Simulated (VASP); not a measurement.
# ZnS (I-4m2) in VASP: a series of runs

Runs on ZnS. Level: r2SCAN. Tasks: single point.

Everything below comes from runs of VASP 6.6.1. Logs are shortened: lines on timing, memory, paths and dates and some standing lists are left out, and cuts for length are marked.

**1. The cell of the first run**

Symmetry: I-4m2, No. 119, tetragonal system. The conventional cell has a = 3.696 Å, b = 3.696 Å, c = 5.308 Å, α = 90.00°, β = 90.00°, γ = 90.00°. Zn (site symmetry -4m2) has 4 S at 2.28 Å within 3.0 Å. Within 3.0 Å of S (site symmetry -4m2) lie 4 Zn at 2.28 Å.

**2. Single point, r2SCAN (strain -0.030 along x and y, -0.015 along z)**

POSCAR reads:

```
ZnS
1.0
    0.0000000000      2.6136777993      2.6540954973
    2.6136777993      0.0000000000      2.6540954973
    2.6136777993      2.6136777993      0.0000000000
Zn S
1 1
Direct
    0.0000000000      0.0000000000      0.0000000000
    0.7500000000      0.7500000000      0.7500000000
```

INCAR.step1 reads:

```
SYSTEM = ZnS
PREC = Accurate
ENCUT = 520
ISMEAR = 0
SIGMA = 0.05
LREAL = .False.
LASPH = .True.
NELM = 60
NBANDS = 16
GGA = PE
ALGO = Normal
EDIFF = 1E-4
LWAVE = .True.
LCHARG = .False.
```

INCAR.step2 reads:

```
SYSTEM = ZnS
PREC = Accurate
ENCUT = 520
EDIFF = 1E-6
ISMEAR = 0
SIGMA = 0.05
LREAL = .False.
LASPH = .True.
NELM = 60
ALGO = Normal
ISIF = 2
LWAVE = .False.
LCHARG = .False.
METAGGA = R2SCAN
LMIXTAU = .True.
NBANDS = 16
ISTART = 1
```

KPOINTS reads:

```
Automatic mesh
0
Gamma
  8 8 8
  0 0 0
```

Potentials or basis: VASP PAW PBE potentials, release 64 (Zn, S).

Started as:

```
$ cat potpaw_PBE.64/Zn/POTCAR potpaw_PBE.64/S/POTCAR > POTCAR
$ cp INCAR.step1 INCAR
$ mpirun -np 1 vasp_std > vasp.out
$ cp INCAR.step2 INCAR
$ mpirun -np 1 vasp_std > vasp.out
```

OUTCAR:

```text
SYSTEM = ZnS
   PREC = Accurate
   ENCUT = 520
   EDIFF = 1E-6
   ISMEAR = 0
   LREAL = .False.
   LASPH = .True.
   NELM = 60
   ISIF = 2
   METAGGA = R2SCAN
   ISTART = 1

 ion  position               nearest neighbor table
   1  0.000  0.000  0.000-   2 2.28   2 2.28   2 2.28   2 2.28
   2  0.750  0.750  0.750-   1 2.28   1 2.28   1 2.28   1 2.28

  LATTYP: Found a body centered tetragonal cell.
 ALAT       =     3.6962985914
 C/A-ratio  =     1.4360828443

  Lattice vectors:

 A1 = (  -2.6136777993,   0.0000000000,   2.6540954973)
 A2 = (   2.6136777993,   0.0000000000,   2.6540954973)
 A3 = (   0.0000000000,   2.6136777993,  -2.6540954973)

Analysis of symmetry for initial positions (statically):
=====================================================================
 Subroutine PRICEL returns:
 Original cell was already a primitive cell.

 Routine SETGRP: Setting up the symmetry group for a
 body centered tetragonal supercell.

 Subroutine GETGRP returns: Found  8 space group operations
 (whereof  8 operations were pure point group operations)
 out of a pool of 16 trial point group operations.

The static configuration has the point symmetry D_2d.

Analysis of symmetry for dynamics (positions and initial velocities):
=====================================================================
 Subroutine PRICEL returns:
 Original cell was already a primitive cell.

 Routine SETGRP: Setting up the symmetry group for a
 body centered tetragonal supercell.

 Subroutine GETGRP returns: Found  8 space group operations
 (whereof  8 operations were pure point group operations)
 out of a pool of 16 trial point group operations.

The dynamic configuration has the point symmetry D_2d.

 Subroutine INISYM returns: Found  8 space group operations
 (whereof  8 operations are pure point group operations),
 and found     1 'primitive' translations

----------------------------------------------------------------------------------------

                                     Primitive cell

  volume of cell :      36.2619

  direct lattice vectors                    reciprocal lattice vectors
     0.000000000  2.613677799  2.654095497    -0.191301315  0.191301315  0.188388097
     2.613677799  0.000000000  2.654095497     0.191301315 -0.191301315  0.188388097
     2.613677799  2.613677799  0.000000000     0.191301315  0.191301315 -0.188388097

  length of vectors
     3.724987859  3.724987859  3.696298591     0.329670231  0.329670231  0.329670231

  position of ions in fractional coordinates (direct lattice)
     0.000000000  0.000000000  0.000000000
[... 79 lines left out ...]
   LREAL  =      F    real-space projection
   EDIFFG = 0.1E-04   stopping-criterion for IOM
   NSW    =      0    number of steps for IOM
   IBRION =     -1    ionic relax: 0-MD 1-quasi-New 2-CG
   NFREE  =      0    steps in history (QN), initial steepest desc. (CG)
   ISIF   =      2    stress and relaxation
   ISYM   =      2    0-nonsym 1-usesym 2-fastsym
   POTIM  = 0.5000    time-step for ionic-motion
   TEBEG  =    0.0;   TEEND  =   0.0 temperature during run
   PSTRESS=    0.0 pullay stress
   NELECT =      18.0000    total number of electrons
   NUPDOWN=      -1.0000    fix difference up-down
   EMIN   =  10.00;   EMAX   =-10.00  energy-range for DOS
   EFERMI =   0.00;   METHOD = LEGACY
   ISMEAR =     0;   SIGMA  =   0.05  broadening in eV -4-tet -1-fermi 0-gaus
   EFERMI_NEDOS =   21; number of points for ismear=-14 and -15
   IALGO  =     38    algorithm
   IMIX   =      4    mixing-type and parameters
     AMIX     =   0.40;   BMIX     =  1.00
     AMIX_MAG =   1.60;   BMIX_MAG =  1.00
  volume/ion in A,a.u.               =      18.13       122.35
  Fermi-wavevector in a.u.,A,eV,Ry     =   1.296230  2.449520 22.860680  1.680213
  Thomas-Fermi vector in A             =   2.427700
   LORBIT       =      0    0 simple, 1 ext, 2 COOP (PROOUT), +10 PAW based schemes
   METAGGA = R2SCAN    functional components
   LHFCALC =     F    Hartree Fock is set to
   AEXX    =    0.0000 exact exchange contribution
   IVDW    =     0    specifies the selected vdW correction
   LEPSILON=     F    determine dielectric tensor
   LRPA    =     F    only Hartree local field effects (RPA)
 non-spin polarized calculation
 Gauss-broadening in eV      SIGMA  =   0.05
  energy-cutoff  :      520.00
  volume of cell :       36.26
 maximum number of plane-waves:       989
   NGX = 13   NGY = 13   NGZ = 13

 number of electron      17.9999996 magnetization

 Free energy of the ion-electron system (eV)
  ---------------------------------------------------
  ext. energy  EPLUGINS =         0.00000000
  ---------------------------------------------------
  free energy    TOTEN  =       -18.80676254 eV

  energy without entropy =      -18.80676254  energy(sigma->0) =      -18.80676254

 E-fermi :   2.9607     XC(G=0): -10.7191

 val. band max:        2.6864620622   @ k =   0.0000   0.0000   0.0000
 cond. band min:       5.7439008206   @ k =   0.0000   0.0000   0.0000
 fundamental gap:      3.0574387584
 Fermi energy:         2.9607012347

 k-point     1 :       0.0000    0.0000    0.0000
  band No.  band energies     occupation
      1     -11.6567      2.00000
      2      -4.2223      2.00000
      3      -4.2117      2.00000
      4      -4.2117      2.00000
      5      -3.5584      2.00000
      6      -3.5515      2.00000
[... 433 lines left out ...]
      3      -4.0549      2.00000
      4      -4.0118      2.00000
      5      -3.5565      2.00000
      6      -3.5122      2.00000
[... 8 lines left out ...]
     15      16.1613      0.00000
     16      16.7445      0.00000

 [... further k-points ...]

------------------------ aborting loop because EDIFF is reached ----------------------------------------

  FORCE on cell =-STRESS in cart. coord.  units (eV):
  Direction    XX          YY          ZZ          XY          YZ          ZX
  --------------------------------------------------------------------------------------
  -------------------------------------------------------------------------------------
  Total        1.6548978      1.6548978      1.5018001      0.0000000      0.0000000      0.0000000
  in kB       73.1191473     73.1191473     66.3547576      0.0000000      0.0000000      0.0000000
  external PRESSURE =      70.8643507 kB  Pullay stress =       0.0000000 kB

 VOLUME and BASIS-vectors are now :
 -----------------------------------------------------------------------------
  energy-cutoff  :      520.00
  volume of cell :       36.26
      direct lattice vectors                 reciprocal lattice vectors
     0.000000000  2.613677799  2.654095497    -0.191301315  0.191301315  0.188388097
     2.613677799  0.000000000  2.654095497     0.191301315 -0.191301315  0.188388097
     2.613677799  2.613677799  0.000000000     0.191301315  0.191301315 -0.188388097

 POSITION                                       TOTAL-FORCE (eV/Angst)
 -----------------------------------------------------------------------------------
      0.00000      0.00000      0.00000        -0.000000     -0.000000      0.000000
      3.92052      3.92052      3.98114         0.000000      0.000000     -0.000000
 -----------------------------------------------------------------------------------
    total drift:                               -0.000033     -0.000033     -0.000014

  FREE ENERGIE OF THE ION-ELECTRON SYSTEM (eV)
  ---------------------------------------------------
  free  energy   TOTEN  =       -18.8067625399 eV

  energy  without entropy=      -18.8067625399  energy(sigma->0) =      -18.80676254
```

OSZICAR.step1:

```text
N       E                     dE             d eps       ncg     rms          rms(c)
DAV:   1     0.918509737648E+02    0.91851E+02   -0.90695E+03  1888   0.139E+03
DAV:   2    -0.139131705357E+01   -0.93242E+02   -0.87457E+02  2144   0.267E+02
DAV:   3    -0.711671294385E+01   -0.57254E+01   -0.57025E+01  2368   0.648E+01
DAV:   4    -0.717531555683E+01   -0.58603E-01   -0.58587E-01  2320   0.673E+00
DAV:   5    -0.717596873542E+01   -0.65318E-03   -0.65316E-03  2408   0.691E-01    0.808E+00
DAV:   6    -0.676332730080E+01    0.41264E+00   -0.75179E-01  2784   0.317E+01    0.622E+00
DAV:   7    -0.673921856453E+01    0.24109E-01   -0.28175E-01  2336   0.508E+00    0.307E+00
DAV:   8    -0.673838696210E+01    0.83160E-03   -0.62979E-03  2576   0.127E+00    0.810E-01
DAV:   9    -0.673847866520E+01   -0.91703E-04   -0.15154E-03  2344   0.303E-01    0.858E-02
DAV:  10    -0.673858710207E+01   -0.10844E-03   -0.15267E-04  2336   0.935E-02    0.564E-02
DAV:  11    -0.673862460680E+01   -0.37505E-04   -0.54063E-05  1584   0.596E-02
   1 F= -.67386246E+01 E0= -.67386246E+01  d E =-.724631E-19
```

It took 2.7 min on 1 thread of AMD EPYC 7R43 (Zen 3), shared host; peak memory 0.14 GiB.

What came out:

```
Free energy            : -18.8068 eV
Pressure               : 7.1 GPa
Band gap on the k mesh : 3.06 eV, direct
```

Levels at points of the mesh, in eV from the valence-band top:
```tsv
k point	band 6	band 7	band 8	band 9	band 10	band 11	band 12	band 13
(0.00, 0.00, 0.00)	-6.24	-0.06	0.00	0.00	3.06	6.80	6.80	6.80
(0.50, 0.00, 0.00)	-6.09	-5.95	-1.09	-0.99	3.96	7.23	7.38	9.72
(0.50, 0.50, 0.00)	-6.02	-5.05	-2.57	-2.57	3.57	4.53	12.30	13.42
(0.50, 0.00, 0.50)	-5.99	-4.95	-2.68	-2.64	3.48	4.37	12.50	13.32
```

Caveat: the cell differs from its parent crystal (strain -0.030 along x and y, -0.015 along z); the PAW data sets were made with another functional, which shifts forces and pressure a little. A k mesh can miss the band edges.

**3. Single point, r2SCAN (strain -0.030 along x and y, +0.000 along z)**

POSCAR reads:

```
ZnS
1.0
    0.0000000000      2.6136777993      2.6945131952
    2.6136777993      0.0000000000      2.6945131952
    2.6136777993      2.6136777993      0.0000000000
Zn S
1 1
Direct
    0.0000000000      0.0000000000      0.0000000000
    0.7500000000      0.7500000000      0.7500000000
```

INCAR.step1 reads:

```
SYSTEM = ZnS
PREC     = Accurate       ! precision mode
ENCUT    = 520            ! plane-wave cutoff, eV
ISMEAR   = 0              ! smearing method
SIGMA    = 0.05           ! smearing width, eV
LREAL    = .FALSE.        ! projectors in reciprocal space
LASPH    = .TRUE.         ! aspherical terms in the spheres
NELM     = 60             ! most SCF steps
NBANDS   = 16             ! bands
GGA      = PE             ! functional
ALGO     = Normal         ! electronic algorithm
EDIFF    = 1E-4           ! SCF threshold, eV
LWAVE    = .TRUE.         ! write WAVECAR
LCHARG   = .FALSE.        ! write CHGCAR
```

INCAR.step2 reads:

```
SYSTEM = ZnS
PREC     = Accurate       ! precision mode
ENCUT    = 520            ! plane-wave cutoff, eV
EDIFF    = 1E-6           ! SCF threshold, eV
ISMEAR   = 0              ! smearing method
SIGMA    = 0.05           ! smearing width, eV
LREAL    = .FALSE.        ! projectors in reciprocal space
LASPH    = .TRUE.         ! aspherical terms in the spheres
NELM     = 60             ! most SCF steps
ALGO     = Normal         ! electronic algorithm
ISIF     = 2              ! what is computed and relaxed
LWAVE    = .FALSE.        ! write WAVECAR
LCHARG   = .TRUE.         ! write CHGCAR
METAGGA  = R2SCAN         ! meta-GGA
LMIXTAU  = .TRUE.       
LELF     = .TRUE.         ! ELF
LVHAR    = .TRUE.       
NBANDS   = 16             ! bands
ISTART   = 1
```

KPOINTS reads:

```
regular mesh
0
G
  8 8 8
  0 0 0
```

Potentials or basis: VASP PAW PBE potentials, release 64 (Zn, S).

Started as:

```
$ cat potpaw_PBE.64/Zn/POTCAR potpaw_PBE.64/S/POTCAR > POTCAR
$ cp INCAR.step1 INCAR
$ mpirun -np 1 vasp_std > vasp.out
$ cp INCAR.step2 INCAR
$ mpirun -np 1 vasp_std > vasp.out
```

Run time: 2.7 min. Hardware: 1 thread of AMD EPYC 7R43 (Zen 3), shared host; peak memory 0.15 GiB.

The run converged. Its results:

* Free energy: -18.8260 eV
* Pressure: 5.5 GPa
* Band gap on the k mesh: 2.96 eV, direct

Stress tensor (GPa, compression positive):
```
5.94 0.00 0.00
0.00 5.94 0.00
0.00 0.00 4.59
```

Levels at points of the mesh, in eV from the valence-band top:
```tsv
k point	band 6	band 7	band 8	band 9	band 10	band 11	band 12	band 13
(0.00, 0.00, 0.00)	-6.20	-0.12	0.00	0.00	2.96	6.80	6.81	6.81
(0.50, 0.00, 0.00)	-6.02	-5.89	-1.13	-0.94	3.89	7.18	7.45	9.65
(0.50, 0.50, 0.00)	-6.01	-5.06	-2.47	-2.47	3.66	4.62	12.03	13.32
(0.50, 0.00, 0.50)	-5.95	-4.87	-2.69	-2.61	3.47	4.31	12.40	13.09
```

Caveat: the cell differs from its parent crystal (strain -0.030 along x and y, +0.000 along z); the PAW data sets were made with another functional, which shifts forces and pressure a little.
